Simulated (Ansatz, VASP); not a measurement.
Pb: VASP beside Ansatz

```xyz
4
Lattice="3.5707 0.0000 0.0000 -1.7854 3.0924 0.0000 0.0000 0.0000 11.6465" Properties=species:S:1:pos:R:3 pbc="T T T"
Pb    1.7854    1.0308    8.7349
Pb    0.0000    0.0000    5.8233
Pb    0.0000    2.0616    2.9116
Pb    0.0000    0.0000    0.0000
```

Alike in both runs: task single point; functional r2SCAN; k mesh 9 × 9 × 3; occupations fermi-dirac, width 0.05 eV; no spin polarisation.

```csv
,VASP,Ansatz
version,VASP 6.6.1,Ansatz 0.2.0
potentials or method,"VASP PAW PBE potentials, release 64 (Pb_d)",Ansatz PAW
plane-wave cutoff (eV),520,500
valence electrons in the cell,56,56
```

VASP gave:

| Item | Value |
| --- | --- |
| gap on the k mesh at the Fermi level (eV) | none |
| pressure (GPa) | -1.5 |
| traceless stress, the component that is largest in VASP (GPa) | 0.29 |

Question: Estimate Ansatz's values.

Answer: gap on the k mesh at the Fermi level (eV): none; pressure (GPa): -1.5; traceless stress, the component that is largest in VASP (GPa): 0.30.

VASP's potentials were made for PBE, not for r2SCAN. A gap of «none» marks a metal or a gap that the smearing closes.

Neither program's run includes spin-orbit coupling.
